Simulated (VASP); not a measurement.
Here is a VASP 6.6.1 calculation.

INCAR

```
SYSTEM = SrCo3
PREC = Accurate
ENCUT = 520
EDIFF = 1E-6
ISMEAR = 0
SIGMA = 0.05
LREAL = .False.
LASPH = .True.
NELM = 150
ALGO = Normal
ISIF = 2
LWAVE = .False.
LCHARG = .False.
ISPIN = 2
MAGMOM = 0 1.61 1.61 1.61
LORBIT = 11
LMAXMIX = 4
GGA = PS
NBANDS = 30
```

Contents of KPOINTS:

```
Automatic mesh
0
Gamma
  8 8 8
  0 0 0
```

Contents of POSCAR:

```
SrCo3
1.0
    3.8573607101      0.0000000000      0.0000000000
    0.0000000000      3.8573607101      0.0000000000
    0.0000000000      0.0000000000      3.8573607101
Sr Co
1 3
Direct
    0.0000000000      0.0000000000      0.0000000000
    0.0000000000      0.5000000000      0.5000000000
    0.5000000000      0.5000000000      0.0000000000
    0.5000000000      0.0000000000      0.5000000000
```

Potentials or basis: VASP PAW PBE potentials, release 64 (Sr_sv, Co).

Command:

```bash
$ cat potpaw_PBE.64/Sr_sv/POTCAR potpaw_PBE.64/Co/POTCAR > POTCAR
$ mpirun -np 1 vasp_std > vasp.out
```

**Question.** Predict the net moment.

**Answer.** 4.08 μB per cell.

**Question.** What does it give for the site moments?

**Answer.** Sr -0.11; Co +1.44 μB.

**Question.** Predict the pressure.

**Answer.** 4.8 GPa.

Caveat: the cell stands under pressure; the PAW data sets were made with another functional, which shifts forces and pressure a little.
